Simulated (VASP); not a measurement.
# Be2CdO3 (P4/mmm) in VASP: further runs, part 2 of 2

VASP 6.6.1. Earlier steps stand in the parts before.

### 4 Single point, PBE, collinear spin, ferromagnetic start

INCAR reads:

```
PREC = Accurate ; ENCUT = 520
EDIFF = 1E-6 ; ISMEAR = 0
SIGMA = 0.1 ; LREAL = False
LASPH = True ; NELM = 150
ALGO = Normal ; ISIF = 2
LWAVE = False ; LCHARG = False
ISPIN = 2 ; MAGMOM = 0 0 0 1 1 1
LORBIT = 11 ; GGA = PE
NBANDS = 30
```

KPOINTS reads:

```
regular mesh
0
Gamma
  6 6 2
```

POSCAR reads:

```
Be2CdO3
1.0
    2.8257696800      0.0000000000      0.0000000000
    0.0000000000      2.8257696800      0.0000000000
    0.0000000000      0.0000000000      9.4460041600
Be Cd O
2 1 3
Direct
    0.5000000000      0.5000000000      0.8473602500
    0.5000000000      0.5000000000      0.1526397500
    0.5000000000      0.5000000000      0.5000000000
    0.0000000000      0.0000000000      0.0000000000
    0.0000000000      0.0000000000      0.7145522800
    0.0000000000      0.0000000000      0.2854477200
```

Potentials or basis: VASP PAW PBE potentials, release 64 (Be, Cd, O).

The run is started by

```console
cat potpaw_PBE.64/Be/POTCAR potpaw_PBE.64/Cd/POTCAR potpaw_PBE.64/O/POTCAR > POTCAR
mpirun -np 1 vasp_std > vasp.out
```

OUTCAR:

```text
PREC = Accurate
   ENCUT = 520
   EDIFF = 1E-6
   ISMEAR = 0
   LREAL = False
   LASPH = True
   NELM = 150
   ISIF = 2
   ISPIN = 2
   LORBIT = 11
   GGA = PE

 ion  position               nearest neighbor table
   1  0.500  0.500  0.847-
   2  0.500  0.500  0.153-
   3  0.500  0.500  0.500-   5 2.85   6 2.85   5 2.85   6 2.85   5 2.85   6 2.85   5 2.85   6 2.85

   4  0.000  0.000  0.000-
   5  0.000  0.000  0.715-   3 2.85   3 2.85   3 2.85   3 2.85
   6  0.000  0.000  0.285-   3 2.85   3 2.85   3 2.85   3 2.85

  LATTYP: Found a simple tetragonal cell.
 ALAT       =     2.8257696800
 C/A-ratio  =     3.3428075285

  Lattice vectors:

 A1 = (   2.8257696800,   0.0000000000,   0.0000000000)
 A2 = (   0.0000000000,   2.8257696800,   0.0000000000)
 A3 = (   0.0000000000,   0.0000000000,   9.4460041600)

Analysis of symmetry for initial positions (statically):
=====================================================================
 Subroutine PRICEL returns:
 Original cell was already a primitive cell.

 Routine SETGRP: Setting up the symmetry group for a
 simple tetragonal supercell.

 Subroutine GETGRP returns: Found 16 space group operations
 (whereof 16 operations were pure point group operations)
 out of a pool of 16 trial point group operations.

The static configuration has the point symmetry D_4h.

Analysis of symmetry for dynamics (positions and initial velocities):
=====================================================================
 Subroutine PRICEL returns:
 Original cell was already a primitive cell.

 Routine SETGRP: Setting up the symmetry group for a
 simple tetragonal supercell.

 Subroutine GETGRP returns: Found 16 space group operations
 (whereof 16 operations were pure point group operations)
 out of a pool of 16 trial point group operations.

[... 172 lines left out ...]
 fundamental gap:      0.0684521160
 Fermi energy:         1.9504057934

 spin component 1

 k-point     1 :       0.0000    0.0000    0.0000
  band No.  band energies     occupation
      1     -15.1639      1.00000
      2     -14.8558      1.00000
      3     -14.4909      1.00000
      4      -7.9456      1.00000
      5      -7.3881      1.00000
      6      -6.2405      1.00000
[... 629 lines left out ...]
     28      11.3978      0.00000
     29      12.4234      0.00000
 Fermi energy:         1.9504057934

 spin component 2

 k-point     1 :       0.0000    0.0000    0.0000
  band No.  band energies     occupation
      1     -15.2040      1.00000
      2     -14.8719      1.00000
      3     -14.5474      1.00000
      4      -7.9451      1.00000
      5      -7.3875      1.00000
      6      -6.2402      1.00000
[... 629 lines left out ...]
     28      11.4172      0.00000
     29      12.4250      0.00000
 [bands above 29 left out]

------------------------ aborting loop because EDIFF is reached ----------------------------------------

  FORCE on cell =-STRESS in cart. coord.  units (eV):
  Direction    XX          YY          ZZ          XY          YZ          ZX
  --------------------------------------------------------------------------------------
  -------------------------------------------------------------------------------------
  Total      -10.7361642    -10.7361642    -17.2443334      0.0000000      0.0000000      0.0000000
  in kB     -228.0541985   -228.0541985   -366.2986669      0.0000000      0.0000000      0.0000000
  external PRESSURE =    -274.1356879 kB  Pullay stress =       0.0000000 kB

 VOLUME and BASIS-vectors are now :
 -----------------------------------------------------------------------------
  energy-cutoff  :      520.00
  volume of cell :       75.43
      direct lattice vectors                 reciprocal lattice vectors
     2.825769680  0.000000000  0.000000000     0.353885884  0.000000000  0.000000000
     0.000000000  2.825769680  0.000000000     0.000000000  0.353885884  0.000000000
     0.000000000  0.000000000  9.446004160     0.000000000  0.000000000  0.105864870

 POSITION                                       TOTAL-FORCE (eV/Angst)
 -----------------------------------------------------------------------------------
      1.41288      1.41288      8.00417        -0.000000      0.000000     -0.526281
      1.41288      1.41288      1.44184        -0.000000     -0.000000      0.526281
      1.41288      1.41288      4.72300        -0.000000     -0.000000      0.000000
      0.00000      0.00000      0.00000        -0.000000     -0.000000      0.000000
      0.00000      0.00000      6.74966         0.000000      0.000000      0.550376
      0.00000      0.00000      2.69634         0.000000     -0.000000     -0.550376
 -----------------------------------------------------------------------------------
    total drift:                                0.000000      0.000000     -0.000000

  FREE ENERGIE OF THE ION-ELECTRON SYSTEM (eV)
  ---------------------------------------------------
  free  energy   TOTEN  =       -24.1816979429 eV

  energy  without entropy=      -24.1700631349  energy(sigma->0) =      -24.17588054

 total charge

# of ion       s       p       d       tot
------------------------------------------
    1        0.219   0.241   0.000   0.460
    2        0.219   0.241   0.000   0.460
    3        0.398   0.198   9.559  10.155
    4        1.589   3.214   0.000   4.803
    5        1.593   3.206   0.000   4.799
    6        1.593   3.206   0.000   4.799
--------------------------------------------------
tot          5.611  10.306   9.559  25.476

 magnetization (x)

# of ion       s       p       d       tot
------------------------------------------
    1        0.001   0.001   0.000   0.003
    2        0.001   0.001   0.000   0.003
    3        0.000   0.000   0.000   0.000
    4       -0.000  -0.046   0.000  -0.047
    5       -0.000  -0.009   0.000  -0.009
    6       -0.000  -0.009   0.000  -0.009
--------------------------------------------------
tot          0.002  -0.061   0.000  -0.060
```

OSZICAR:

```text
N       E                     dE             d eps       ncg     rms          rms(c)
DAV:   1     0.190670285517E+03    0.19067E+03   -0.16182E+04  2400   0.104E+03
DAV:   2    -0.164434648936E+02   -0.20711E+03   -0.18667E+03  2752   0.258E+02
DAV:   3    -0.288107547206E+02   -0.12367E+02   -0.12186E+02  2800   0.668E+01
DAV:   4    -0.288900347974E+02   -0.79280E-01   -0.79236E-01  2628   0.599E+00
DAV:   5    -0.288905049095E+02   -0.47011E-03   -0.47009E-03  2834   0.413E-01    0.157E+01
DAV:   6    -0.245184788330E+02    0.43720E+01   -0.19137E+01  2906   0.416E+01    0.966E+00
DAV:   7    -0.241890343838E+02    0.32944E+00   -0.25512E+00  2544   0.984E+00    0.365E+00
DAV:   8    -0.242176922007E+02   -0.28658E-01   -0.40196E-01  2684   0.419E+00    0.263E+00
DAV:   9    -0.241977247763E+02    0.19967E-01   -0.33752E-01  3366   0.266E+00    0.147E+00
DAV:  10    -0.241802242677E+02    0.17501E-01   -0.27793E-02  2892   0.143E+00    0.315E-01
DAV:  11    -0.241816650669E+02   -0.14408E-02   -0.10308E-02  2586   0.503E-01    0.214E-01
DAV:  12    -0.241816203261E+02    0.44741E-04   -0.33445E-04  2684   0.118E-01    0.873E-02
DAV:  13    -0.241816877455E+02   -0.67419E-04   -0.22344E-04  2636   0.900E-02    0.422E-02
DAV:  14    -0.241816896998E+02   -0.19543E-05   -0.24941E-05  2730   0.385E-02    0.153E-02
DAV:  15    -0.241816980421E+02   -0.83423E-05   -0.11201E-05  2622   0.198E-02    0.105E-02
DAV:  16    -0.241816979429E+02    0.99254E-07   -0.34817E-06  2618   0.116E-02
   1 F= -.24181698E+02 E0= -.24175881E+02  d E =-.116348E-01  mag=    -0.0650
```

Run time: 87 s. Hardware: 1 thread of Intel Xeon 6975P-C (Granite Rapids), shared host; peak memory 0.26 GiB.

What came out:

```
Free energy                                           : -24.1817 eV
Pressure                                              : -27.4 GPa
Largest force                                         : 0.550 eV/Å
Net moment                                            : -0.07 μB per cell
Site moments                                          : Be +0.00; Cd +0.00; O -0.05, -0.01 (each value once) μB
Valence electrons inside the program's atomic spheres : Be 0.46; Cd 10.15; O 4.80
```

Forces on the atoms (eV/Å):
```
Be   0.000  0.000 -0.526
Be   0.000  0.000  0.526
Cd   0.000  0.000  0.000
O    0.000  0.000  0.000
O    0.000  0.000  0.550
O    0.000  0.000 -0.550
```

Levels at points of the mesh, in eV from the Fermi level:
Spin up:
| k point | band 15 | band 16 | band 17 | band 18 | band 19 | band 20 |
| --- | --- | --- | --- | --- | --- | --- |
| (0.00, 0.00, 0.00) | -0.50 | -0.50 | -0.24 | -0.24 | 1.73 | 2.46 |
| (0.50, 0.00, 0.00) | -0.22 | -0.13 | 0.09 | 1.15 | 1.63 | 3.56 |
| (0.50, 0.50, 0.00) | -2.16 | -1.31 | -0.18 | 2.72 | 3.90 | 3.98 |
| (0.00, 0.00, 0.50) | -0.58 | -0.20 | -0.20 | 0.03 | 0.71 | 3.33 |
| (0.50, 0.00, 0.50) | -0.23 | -0.11 | 0.09 | 0.92 | 2.23 | 4.08 |
| (0.50, 0.50, 0.50) | -2.11 | -1.35 | -0.19 | 2.75 | 3.60 | 3.60 |
Spin down:
| k point | band 14 | band 15 | band 16 | band 17 | band 18 | band 19 | band 20 | band 21 |
| --- | --- | --- | --- | --- | --- | --- | --- | --- |
| (0.00, 0.00, 0.00) | -0.87 | -0.52 | -0.52 | -0.31 | -0.31 | 1.73 | 2.45 | 4.97 |
| (0.50, 0.00, 0.00) | -0.47 | -0.28 | -0.15 | 0.02 | 1.14 | 1.63 | 3.57 | 4.87 |
| (0.50, 0.50, 0.00) | -2.39 | -2.18 | -1.32 | -0.22 | 2.75 | 3.91 | 3.98 | 3.98 |
| (0.00, 0.00, 0.50) | -0.60 | -0.60 | -0.27 | -0.27 | 0.01 | 0.72 | 3.33 | 4.16 |
| (0.50, 0.00, 0.50) | -1.42 | -0.29 | -0.13 | 0.01 | 0.93 | 2.22 | 4.08 | 4.36 |
| (0.50, 0.50, 0.50) | -2.15 | -2.14 | -1.36 | -0.21 | 2.77 | 3.60 | 3.60 | 3.64 |

Caveat: the k points lie up to 0.37 Å⁻¹ apart.

### 5 Relaxation of cell and atoms, PBE

This run uses another cell than the first one, of 8.78 Å³/atom.

INCAR reads:

```
SYSTEM = Be2CdO3
  PREC = Accurate
  ENCUT = 600
  EDIFF = 1E-6
  ISMEAR = 0
  SIGMA = 0.1
  LREAL = .FALSE.
  LASPH = .TRUE.
  NELM = 100
  ALGO = Normal
  ISIF = 3
  LWAVE = .FALSE.
  LCHARG = .FALSE.
  GGA = PE
  IBRION = 2
  NSW = 100
  EDIFFG = -0.01
```

KPOINTS reads:

```
Automatic mesh
0
G
  14 14 6
  0 0 0
```

POSCAR reads:

```
Be2CdO3
1.0
    2.5703195263      0.0000000000      0.0000000000
    0.0000000000      2.5703195263      0.0000000000
    0.0000000000      0.0000000000      7.9764672765
Be Cd O
2 1 3
Direct
    0.5000000000      0.5000000000      0.8458936172
    0.5000000000      0.5000000000      0.1541063828
    0.5000000000      0.5000000000      0.5000000000
    0.0000000000      0.0000000000      0.0000000000
    0.0000000000      0.0000000000      0.7067543622
    0.0000000000      0.0000000000      0.2932456378
```

The run is started by

```console
cat potpaw_PBE.64/Be/POTCAR potpaw_PBE.64/Cd/POTCAR potpaw_PBE.64/O/POTCAR > POTCAR
mpirun -np 1 vasp_std > vasp.out
```

Wall time 6.7 min (1 thread of Intel Xeon 6975P-C (Granite Rapids), shared host); peak memory 0.33 GiB.

It converged, with:

* Free energy: -27.0350 eV
* Relaxed volume: 8.82 Å³/atom
* Relaxed cell: a = 2.572 Å, b = 2.572 Å, c = 7.995 Å, α = 90.00°, β = 90.00°, γ = 90.00°
* Space group after relaxing (to 0.1 Å): P4/mmm (No. 123)
* Energy gained by relaxing: 0.3 meV/atom
* Ionic steps: 5
* Pressure after relaxing: 0.0 GPa
* Largest force after relaxing: 0.008 eV/Å
* Band gap on the k mesh: zero (bands 17 and 18 overlap by 0.47 eV)

Forces on the atoms (eV/Å):
```
Be   0.000  0.000 -0.008
Be   0.000  0.000  0.008
Cd   0.000  0.000  0.000
O    0.000  0.000  0.000
O    0.000  0.000  0.007
O    0.000  0.000 -0.007
```

Stress tensor (GPa, compression positive):
```
 0.01  0.00  0.00
 0.00  0.01  0.00
 0.00  0.00 -0.17
```

The path:
```csv
step,energy change (eV),largest force (eV/Å),pressure (GPa),volume (Å³)
1,0.0000,0.1092,0.74,52.70
2,-0.0013,0.0519,-0.30,53.01
3,-0.0014,0.0536,-0.27,52.99
4,-0.0018,0.0315,-0.18,52.95
5,-0.0021,0.0078,-0.05,52.91
```

Final structure:
```xyz
6
Lattice="2.5723 0.0000 0.0000 0.0000 2.5723 0.0000 0.0000 0.0000 7.9955" Properties=species:S:1:pos:R:3 pbc="T T T"
Be    1.2862    1.2862    6.7679
Be    1.2862    1.2862    1.2275
Cd    1.2862    1.2862    3.9977
O     0.0000    0.0000    0.0000
O     0.0000    2.5723    5.6642
O     0.0000    0.0000    2.3313
```

Levels at points of the mesh, in eV from the Fermi level:
```
           k point  band 14  band 15  band 16  band 17  band 18  band 19  band 20  band 21
(0.00, 0.00, 0.00)    -1.19    -1.19    -0.71    -0.71    -0.48     2.93     3.71     6.90
(0.50, 0.00, 0.00)    -0.83    -0.79    -0.31    -0.12     3.09     3.17     5.00     6.74
(0.50, 0.50, 0.00)    -3.92    -3.62    -1.90    -0.09     2.73     3.94     4.00     5.08
(0.00, 0.00, 0.50)    -1.53    -1.53    -0.58    -0.58     0.95     2.24     4.07     6.58
(0.50, 0.00, 0.50)    -1.80    -0.92    -0.67    -0.14     2.54     4.09     5.93     6.24
(0.50, 0.50, 0.50)    -3.17    -3.17    -2.26     0.00     2.72     3.96     3.99     4.02
```

Caveat: semilocal functionals underestimate gaps, so a narrow gap can read as zero.

### 6 Overview

```csv
task,spin,cell,k mesh,cutoff (eV),gap on the mesh (eV),pressure (GPa),relaxed volume (Å³/atom),largest force (eV/Å)
relaxation of cell and atoms,off,"relaxed from a = 2.826, b = 2.826, c = 9.446 Å, 6 atoms, atomic positions A",6 × 6 × 2,600,none,0.0,8.83,0.03
single point,off,"a = 2.569, b = 2.569, c = 7.975 Å, 6 atoms, atomic positions B",14 × 14 × 6,520,none,1.1,-,0.09
single point,"collinear, ferromagnetic start","a = 2.826, b = 2.826, c = 9.446 Å, 6 atoms, atomic positions A",6 × 6 × 2,520,none,-27.4,-,0.55
relaxation of cell and atoms,off,"relaxed from a = 2.570, b = 2.570, c = 7.976 Å, 6 atoms, atomic positions B",14 × 14 × 6,600,none,0.0,8.82,0.01
```

Alike in all rows: level PBE; potentials or basis VASP PAW PBE potentials, release 64 (Be, Cd, O); smearing gaussian 0.1 eV.

Caveats: some runs use coarse meshes; semilocal functionals underestimate gaps, so a narrow gap can read as zero (at least some runs); the volume moved by over 15 % at a fixed basis, so the end points are rough (at least some runs).

Total energies depend on the potentials used, so only differences within one code and one set of settings carry meaning.
